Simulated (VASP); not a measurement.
TiAl, 2 atoms in the cell. The structure is tetragonal, space group P4/mmm (No. 123). Conventional cell: a = 3.060 Å, b = 3.060 Å, c = 3.358 Å, α = 90.00°, β = 90.00°, γ = 90.00°. Ti (site symmetry 4/mmm) has 8 Al at 2.74 Å and 6 Ti at 3.06 to 3.36 Å within 3.6 Å. Within 3.6 Å of Al (site symmetry 4/mmm) lie 8 Ti at 2.74 Å and 6 Al at 3.06 to 3.36 Å.  This cell differs from its parent crystal: volume 15.723 Å^3 an atom, c/a of the conventional cell 1.0971.

- Program: VASP 6.6.1
- Task: single point
- Functional: PBEsol
- Potentials or basis: VASP PAW PBE potentials, release 64 (Ti_sv, Al)
- Cutoff: 520 eV
- k mesh: 16 × 16 × 16
- Occupations: gaussian, width 0.15 eV
- Spin: no spin polarisation
- Dipole correction: no
- Further INCAR settings: ALGO = Fast; EDIFF = 1e-06; NBANDS = 14

Potentials or basis: VASP PAW PBE potentials, release 64 (Ti_sv, Al).

Launch:

```console
$ cat potpaw_PBE.64/Ti_sv/POTCAR potpaw_PBE.64/Al/POTCAR > POTCAR
$ mpirun -np 1 vasp_std > vasp.out
```

Hardware: 1 thread of Intel(R) Xeon(R) Platinum 8488C (Sapphire Rapids), on a shared host.

**Question.** How long does it take, and how much memory?

**Answer.** It took 2.6 min on 1 thread of Intel(R) Xeon(R) Platinum 8488C (Sapphire Rapids), on a shared host, peak memory 0.29 GiB. Counts: scf iterations 23, k points 405.
